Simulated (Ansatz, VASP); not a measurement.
**Mg5O: VASP beside Ansatz**

```xyz
6
Lattice="3.0980 0.0000 0.0000 -1.5490 2.6829 0.0000 0.0000 0.0000 13.3105" Properties=species:S:1:pos:R:3 pbc="T T T"
Mg    1.5490    0.8943   11.9838
Mg    0.0000    0.0000    9.3457
Mg    1.5490    0.8943    6.6553
Mg    0.0000    0.0000    3.9648
Mg    1.5490    0.8943    1.3267
O     0.0000    0.0000    0.0000
```

Change from the starting cell: species swapped into the Ca5Mg type (P-6m2, No. 187).

Alike in both runs: functional PBE; k mesh 6 × 6 × 1; occupations gaussian, width 0.2 eV; no spin polarisation.

Ansatz relaxed the structure, and its values are those at the end. VASP's run is a single point on that final structure, the one shown.

|  | VASP | Ansatz |
| --- | --- | --- |
| version | VASP 6.6.1 | Ansatz 0.2.0 |
| potentials or method | VASP PAW PBE potentials, release 64 (Mg, O), cutoff 600 eV | scalar-relativistic, plane waves, PAW |
| valence electrons in the cell | 16 | 56 |

|  | VASP | Ansatz | Ansatz less VASP |
| --- | --- | --- | --- |
| gap on the k mesh at the Fermi level (eV) | none | none | - |
| pressure (GPa) | -0.5 | -0.2 | +0.26 |
| rms of the force components (eV/Å) | 0.018 | 0.013 | -0.0045 |

A gap of «none» marks a metal or a gap that the smearing closes. VASP's potentials hold 16 valence electrons a cell and Ansatz's 56, so a difference there can come from the potentials and not from the codes.

The k mesh is coarse, so the values compare programs but aren't converged.
